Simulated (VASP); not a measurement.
# YPt2 (Fd-3m) in VASP: notebook

The runs below take YPt2 through single point, relaxation of cell and atoms, with LDA.

Everything below comes from runs of VASP 6.6.1. Logs are shortened: lines on timing, memory, paths and dates and some standing lists are left out, and cuts for length are marked.

### 1 The cell of the first run

It takes space group Fd-3m (No. 227, cubic). The conventional cell has a = 7.540 Å, b = 7.540 Å, c = 7.540 Å, α = 90.00°, β = 90.00°, γ = 90.00°. Within 4.1 Å of Y (site symmetry -43m) lie 12 Pt at 3.13 Å and 4 Y at 3.27 Å. Within 3.5 Å of Pt (site symmetry -3m) lie 6 Pt at 2.67 Å and 6 Y at 3.13 Å.

### 2 Single point, LDA

Input file INCAR:

```
PREC = Accurate ; ENCUT = 520
EDIFF = 1E-6 ; ISMEAR = 1
SIGMA = 0.1 ; LREAL = False
LASPH = True ; NELM = 60
ALGO = Normal ; ISIF = 2
LWAVE = False ; LCHARG = False
NBANDS = 40
```

Input file KPOINTS:

```
regular mesh
0
Gamma
  6 6 6
```

Input file POSCAR:

```
YPt2
1.0
    0.0000000000      3.7701078660      3.7701078660
    3.7701078660      0.0000000000      3.7701078660
    3.7701078660      3.7701078660      0.0000000000
Y Pt
2 4
Direct
    0.0000000000      0.0000000000      0.0000000000
    0.2500000000      0.2500000000      0.2500000000
    0.6250000000      0.6250000000      0.6250000000
    0.1250000000      0.6250000000      0.6250000000
    0.6250000000      0.6250000000      0.1250000000
    0.6250000000      0.1250000000      0.6250000000
```

Potentials or basis: VASP PAW LDA potentials, release 64 (Y_sv, Pt).

Launch:

```
$ cat potpaw_LDA.64/Y_sv/POTCAR potpaw_LDA.64/Pt/POTCAR > POTCAR
$ mpirun -np 1 vasp_std > vasp.out
```

OUTCAR:

```text
PREC = Accurate
   ENCUT = 520
   EDIFF = 1E-6
   ISMEAR = 1
   LREAL = False
   LASPH = True
   NELM = 60
   ISIF = 2

 ion  position               nearest neighbor table
   1  0.000  0.000  0.000-   3 3.13   5 3.13   6 3.13   3 3.13   4 3.13   5 3.13   3 3.13   4 3.13
                             6 3.13   4 3.13   5 3.13   6 3.13   2 3.27   2 3.27   2 3.27   2 3.27
   2  0.250  0.250  0.250-   4 3.13   5 3.13   6 3.13   3 3.13   4 3.13   6 3.13   3 3.13   4 3.13
                             5 3.13   3 3.13   5 3.13   6 3.13   1 3.27   1 3.27   1 3.27   1 3.27
   3  0.625  0.625  0.625-   4 2.67   5 2.67   6 2.67   5 2.67   6 2.67   4 2.67   1 3.13   2 3.13
                             1 3.13   2 3.13   1 3.13   2 3.13
   4  0.125  0.625  0.625-   3 2.67   5 2.67   6 2.67   3 2.67   5 2.67   6 2.67   2 3.13   1 3.13
                             1 3.13   2 3.13   2 3.13   1 3.13
   5  0.625  0.625  0.125-   3 2.67   3 2.67   4 2.67   6 2.67   6 2.67   4 2.67   1 3.13   2 3.13
                             1 3.13   2 3.13   1 3.13   2 3.13
   6  0.625  0.125  0.625-   3 2.67   5 2.67   3 2.67   4 2.67   5 2.67   4 2.67   2 3.13   1 3.13
                             2 3.13   2 3.13   1 3.13   1 3.13

  LATTYP: Found a face centered cubic cell.
 ALAT       =     7.5402157320

  Lattice vectors:

 A1 = (   0.0000000000,   3.7701078660,   3.7701078660)
 A2 = (   3.7701078660,   0.0000000000,   3.7701078660)
 A3 = (   3.7701078660,   3.7701078660,   0.0000000000)

Analysis of symmetry for initial positions (statically):
=====================================================================
 Subroutine PRICEL returns:
 Original cell was already a primitive cell.

 Routine SETGRP: Setting up the symmetry group for a
 face centered cubic supercell.

 Subroutine GETGRP returns: Found 48 space group operations
 (whereof 24 operations were pure point group operations)
 out of a pool of 48 trial point group operations.

The static configuration has the point symmetry T_d .
 The point group associated with its full space group is O_h .

Analysis of symmetry for dynamics (positions and initial velocities):
=====================================================================
 Subroutine PRICEL returns:
 Original cell was already a primitive cell.

 Routine SETGRP: Setting up the symmetry group for a
 face centered cubic supercell.

 Subroutine GETGRP returns: Found 48 space group operations
 (whereof 24 operations were pure point group operations)
 out of a pool of 48 trial point group operations.

The dynamic configuration has the point symmetry T_d .
 The point group associated with its full space group is O_h .

 Subroutine INISYM returns: Found 48 space group operations
 (whereof 24 operations are pure point group operations),
 and found     1 'primitive' translations

----------------------------------------------------------------------------------------

                                     Primitive cell

  volume of cell :     107.1745

  direct lattice vectors                    reciprocal lattice vectors
     0.000000000  3.770107866  3.770107866    -0.132622200  0.132622200  0.132622200
     3.770107866  0.000000000  3.770107866     0.132622200 -0.132622200  0.132622200
     3.770107866  3.770107866  0.000000000     0.132622200  0.132622200 -0.132622200

  length of vectors
     5.331737676  5.331737676  5.331737676     0.229708389  0.229708389  0.229708389

  position of ions in fractional coordinates (direct lattice)
     0.000000000  0.000000000  0.000000000
     0.250000000  0.250000000  0.250000000
     0.625000000  0.625000000  0.625000000
     0.125000000  0.625000000  0.625000000
     0.625000000  0.625000000  0.125000000
     0.625000000  0.125000000  0.625000000

  ion indices of the primitive-cell ions
   primitive index   ion index
                 1           1
                 2           2
                 3           3
                 4           4
                 5           5
                 6           6

----------------------------------------------------------------------------------------

 KPOINTS: regular mesh

Automatic generation of k-mesh.
 Grid dimensions read from file:
 generate k-points for:    6    6    6

 Generating k-lattice:

  Cartesian coordinates                     Fractional coordinates (reciprocal lattice)
    -0.022103700  0.022103700  0.022103700     0.166666667  0.000000000  0.000000000
     0.022103700 -0.022103700  0.022103700     0.000000000  0.166666667  0.000000000
     0.022103700  0.022103700 -0.022103700     0.000000000  0.000000000  0.166666667

  Length of vectors
     0.038284731  0.038284731  0.038284731

  Shift w.r.t. Gamma in fractional coordinates (k-lattice)
     0.000000000  0.000000000  0.000000000

 Subroutine IBZKPT returns following result:
 ===========================================

 Found     16 irreducible k-points:

 Following reciprocal coordinates:
            Coordinates               Weight
  0.000000  0.000000  0.000000      1.000000
  0.166667  0.000000  0.000000      8.000000
  0.333333  0.000000  0.000000      8.000000
  0.500000  0.000000  0.000000      4.000000
  0.166667  0.166667  0.000000      6.000000
  0.333333  0.166667  0.000000     24.000000
[... 8 lines left out ...]
 -0.333333  0.333333  0.166667     24.000000
 -0.333333  0.500000  0.166667     12.000000
   k-points           NKPTS =     16   k-points in BZ     NKDIM =     16   number of bands    NBANDS=     40
   number of dos      NEDOS =    301   number of ions     NIONS =      6
   total plane-waves  NPLWV =  64000
   dimension x,y,z NGX =    40 NGY =   40 NGZ =   40
   dimension x,y,z NGXF=    80 NGYF=   80 NGZF=   80
   ions per type =               2   4
   NGX,Y,Z   is equivalent  to a cutoff of  12.47, 12.47, 12.47 a.u.
   NGXF,Y,Z  is equivalent  to a cutoff of  24.94, 24.94, 24.94 a.u.
 SYSTEM =  unknown system
   PREC   = accura    normal or accurate (medium, high low for compatibility)
   ISTART =      0    job   : 0-new  1-cont  2-samecut
   ICHARG =      2    charge: 1-file 2-atom 10-const
   ISPIN  =      1    spin polarized calculation?
   LNONCOLLINEAR =      F non collinear calculations
   LSORBIT =      F    spin-orbit coupling
   LASPH  =      T    aspherical Exc in radial PAW
   ENCUT  =  520.0 eV  38.22 Ry    6.18 a.u.   9.91  9.91  9.91*2*pi/ulx,y,z
   NELM   =     60;   NELMIN=  2; NELMDL= -5     # of ELM steps
   EDIFF  = 0.1E-05   stopping-criterion for ELM
   LREAL  =      F    real-space projection
   EDIFFG = 0.1E-04   stopping-criterion for IOM
   NSW    =      0    number of steps for IOM
   IBRION =     -1    ionic relax: 0-MD 1-quasi-New 2-CG
   NFREE  =      0    steps in history (QN), initial steepest desc. (CG)
   ISIF   =      2    stress and relaxation
   ISYM   =      2    0-nonsym 1-usesym 2-fastsym
   POTIM  = 0.5000    time-step for ionic-motion
   TEBEG  =    0.0;   TEEND  =   0.0 temperature during run
   PSTRESS=    0.0 pullay stress
   NELECT =      62.0000    total number of electrons
   NUPDOWN=      -1.0000    fix difference up-down
   EMIN   =  10.00;   EMAX   =-10.00  energy-range for DOS
   EFERMI =   0.00;   METHOD = LEGACY
   ISMEAR =     1;   SIGMA  =   0.10  broadening in eV -4-tet -1-fermi 0-gaus
   EFERMI_NEDOS =   21; number of points for ismear=-14 and -15
   IALGO  =     38    algorithm
   IMIX   =      4    mixing-type and parameters
     AMIX     =   0.40;   BMIX     =  1.00
     AMIX_MAG =   1.60;   BMIX_MAG =  1.00
  volume/ion in A,a.u.               =      17.86       120.54
  Fermi-wavevector in a.u.,A,eV,Ry     =   1.364086  2.577748 25.316762  1.860729
  Thomas-Fermi vector in A             =   2.490432
   LORBIT       =      0    0 simple, 1 ext, 2 COOP (PROOUT), +10 PAW based schemes
   GGA     = CA    functional components
   LHFCALC =     F    Hartree Fock is set to
   AEXX    =    0.0000 exact exchange contribution
   IVDW    =     0    specifies the selected vdW correction
   LEPSILON=     F    determine dielectric tensor
   LRPA    =     F    only Hartree local field effects (RPA)
 non-spin polarized calculation
 Methfessel and Paxton  Order N= 1 SIGMA  =   0.10
  energy-cutoff  :      520.00
  volume of cell :      107.17
 maximum number of plane-waves:      2899
   NGX = 19   NGY = 19   NGZ = 19

 number of electron      62.0000007 magnetization

 Free energy of the ion-electron system (eV)
  ---------------------------------------------------
  ext. energy  EPLUGINS =         0.00000000
  ---------------------------------------------------
  free energy    TOTEN  =       -50.69179061 eV

  energy without entropy =      -50.69376672  energy(sigma->0) =      -50.69244932

 E-fermi :   8.5854     XC(G=0): -12.5310

 val. band max:        8.5481008983   @ k =  -0.3333   0.5000   0.1667
 cond. band min:       8.6863407784   @ k =   0.3333   0.0000   0.0000
 fundamental gap:      0.1382398801
 Fermi energy:         8.5854481397

 k-point     1 :       0.0000    0.0000    0.0000
  band No.  band energies     occupation
      1     -33.8886      2.00000
      2     -33.7488      2.00000
      3     -14.1989      2.00000
      4     -14.1989      2.00000
      5     -14.1989      2.00000
      6     -13.8195      2.00000
[... 32 lines left out ...]
     39      13.7119      0.00000
     40      13.7119      0.00000

 k-point     2 :       0.1667    0.0000    0.0000
  band No.  band energies     occupation
      1     -33.8815      2.00000
      2     -33.7557      2.00000
      3     -14.2073      2.00000
      4     -14.2073      2.00000
      5     -14.1942      2.00000
      6     -13.8302      2.00000
[... 32 lines left out ...]
     39      13.5083      0.00000
     40      13.5083      0.00000

 k-point     3 :       0.3333    0.0000    0.0000
  band No.  band energies     occupation
      1     -33.8643      2.00000
      2     -33.7727      2.00000
      3     -14.2228      2.00000
      4     -14.2228      2.00000
      5     -14.2014      2.00000
      6     -13.8331      2.00000
[... 509 lines left out ...]
  band No.  band energies     occupation
      1     -33.8356      2.00000
      2     -33.8012      2.00000
      3     -14.2932      2.00000
      4     -14.2608      2.00000
      5     -14.0812      2.00000
      6     -13.9418      2.00000
[... 32 lines left out ...]
     39      12.4573      0.00000
     40      13.0738      0.00000

 k-point    16 :      -0.3333    0.5000    0.1667
  band No.  band energies     occupation
      1     -33.8184      2.00000
      2     -33.8184      2.00000
      3     -14.2830      2.00000
      4     -14.2830      2.00000
      5     -14.0129      2.00000
      6     -14.0129      2.00000
[... 32 lines left out ...]
     39      12.7041      0.00000
     40      12.7041      0.00000

------------------------ aborting loop because EDIFF is reached ----------------------------------------

  FORCE on cell =-STRESS in cart. coord.  units (eV):
  Direction    XX          YY          ZZ          XY          YZ          ZX
  --------------------------------------------------------------------------------------
  -------------------------------------------------------------------------------------
  Total        0.2667690      0.2667690      0.2667690     -0.0000000      0.0000000      0.0000000
  in kB        3.9879957      3.9879957      3.9879957     -0.0000000      0.0000000      0.0000000
  external PRESSURE =       3.9879957 kB  Pullay stress =       0.0000000 kB

 VOLUME and BASIS-vectors are now :
 -----------------------------------------------------------------------------
  energy-cutoff  :      520.00
  volume of cell :      107.17
      direct lattice vectors                 reciprocal lattice vectors
     0.000000000  3.770107866  3.770107866    -0.132622200  0.132622200  0.132622200
     3.770107866  0.000000000  3.770107866     0.132622200 -0.132622200  0.132622200
     3.770107866  3.770107866  0.000000000     0.132622200  0.132622200 -0.132622200

 POSITION                                       TOTAL-FORCE (eV/Angst)
 -----------------------------------------------------------------------------------
      0.00000      0.00000      0.00000         0.000000      0.000000      0.000000
      1.88505      1.88505      1.88505        -0.000000     -0.000000     -0.000000
      4.71263      4.71263      4.71263        -0.000000     -0.000000      0.000000
      4.71263      2.82758      2.82758        -0.000000     -0.000000      0.000000
      2.82758      2.82758      4.71263        -0.000000     -0.000000      0.000000
      2.82758      4.71263      2.82758        -0.000000     -0.000000      0.000000
 -----------------------------------------------------------------------------------
    total drift:                                0.000000      0.000000      0.000000

  FREE ENERGIE OF THE ION-ELECTRON SYSTEM (eV)
  ---------------------------------------------------
  free  energy   TOTEN  =       -50.6917906140 eV

  energy  without entropy=      -50.6937667211  energy(sigma->0) =      -50.69244932
```

Wall time 87 s (1 thread of Intel Xeon 8259CL, shared host); peak memory 0.24 GiB.

What came out:

| Quantity | Value |
| --- | --- |
| Free energy | -50.6918 eV |
| Pressure | 0.4 GPa |
| Band gap on the k mesh | zero (bands 31 and 32 overlap by 0.79 eV) |

Caveat: spin-orbit coupling is left out, which moves the levels of the heavy elements.

### 3 Relaxation of cell and atoms, LDA

This run uses another cell than the first one, of 18.22 Å³/atom.

Input file INCAR:

```
SYSTEM = YPt2
PREC     = Accurate       ! precision mode
ENCUT    = 600            ! plane-wave cutoff, eV
EDIFF    = 1E-7           ! SCF threshold, eV
ISMEAR   = 1              ! smearing method
SIGMA    = 0.1            ! smearing width, eV
LREAL    = .False.        ! projectors in reciprocal space
LASPH    = .True.         ! aspherical terms in the spheres
NELM     = 80             ! most SCF steps
ALGO     = Normal         ! electronic algorithm
ISIF     = 3              ! what is computed and relaxed
LWAVE    = .False.        ! write WAVECAR
LCHARG   = .False.        ! write CHGCAR
IBRION   = 2              ! ionic algorithm
NSW      = 80             ! ionic steps
EDIFFG   = -0.01          ! ionic threshold
```

Input file KPOINTS:

```
regular mesh
0
Gamma
  6 6 6
  0 0 0
```

Changes to POSCAR since step 2:

```diff
@@ -2,5 +2,5 @@
 1.0
-    0.0000000000      3.7701078660      3.7701078660
-    3.7701078660      0.0000000000      3.7701078660
-    3.7701078660      3.7701078660      0.0000000000
+    0.0000000000      3.7950000000      3.7950000000
+    3.7950000000      0.0000000000      3.7950000000
+    3.7950000000      3.7950000000      0.0000000000
 Y Pt
```

Potentials or basis: VASP PAW LDA potentials, release 64 (Y_sv, Pt).

Launch:

```
$ cat potpaw_LDA.64/Y_sv/POTCAR potpaw_LDA.64/Pt/POTCAR > POTCAR
$ mpirun -np 1 vasp_std > vasp.out
```

Run time: 9.3 min. Hardware: 1 thread of Intel Xeon 8259CL, shared host; peak memory 0.33 GiB.

Results (log left out):

```
Free energy                           : -50.6925 eV
Relaxed volume                        : 17.91 Å³/atom
Relaxed cell                          : a = 5.336 Å, b = 5.336 Å, c = 5.336 Å, α = 60.00°, β = 60.00°, γ = 60.00°
Space group after relaxing (to 0.1 Å) : Fd-3m (No. 227)
Energy gained by relaxing             : 3.3 meV/atom
Ionic steps                           : 3
Pressure after relaxing               : 0.0 GPa
Band gap on the k mesh                : zero (bands 31 and 32 overlap by 0.79 eV)
```

Step by step:
```tsv
step	energy change (eV)	largest force (eV/Å)	pressure (GPa)	volume (Å³)
1	0.0000	0.0000	-3.30	109.31
2	0.0760	0.0000	8.08	103.48
3	-0.0198	0.0000	-0.05	107.44
```

Final structure:
```yaml
crystal:
  lattice:
    - [0.00000, 3.77327, 3.77327]
    - [3.77327, 0.00000, 3.77327]
    - [3.77327, 3.77327, 0.00000]
  atoms:
    - { symbol: Y, position: [0.00000, 0.00000, 0.00000] }
    - { symbol: Y, position: [0.25000, 0.25000, 0.25000] }
    - { symbol: Pt, position: [0.62500, 0.62500, 0.62500] }
    - { symbol: Pt, position: [0.12500, 0.62500, 0.62500] }
    - { symbol: Pt, position: [0.62500, 0.62500, 0.12500] }
    - { symbol: Pt, position: [0.62500, 0.12500, 0.62500] }
```

Levels at points of the mesh, in eV from the Fermi level:
```csv
k point,band 27,band 28,band 29,band 30,band 31,band 32,band 33,band 34,band 35,band 36
"(0.00, 0.00, 0.00)",-1.08,-1.08,-0.37,-0.37,-0.37,0.66,0.70,0.70,0.70,2.03
"(0.50, 0.00, 0.00)",-1.94,-1.51,-1.51,0.55,0.59,0.59,0.69,1.16,1.16,1.99
"(0.50, 0.50, 0.00)",-1.77,-1.77,-1.69,-1.69,-0.13,-0.13,1.80,1.80,2.46,2.46
```

Caveat: spin-orbit coupling is left out, which moves the levels of the heavy elements.
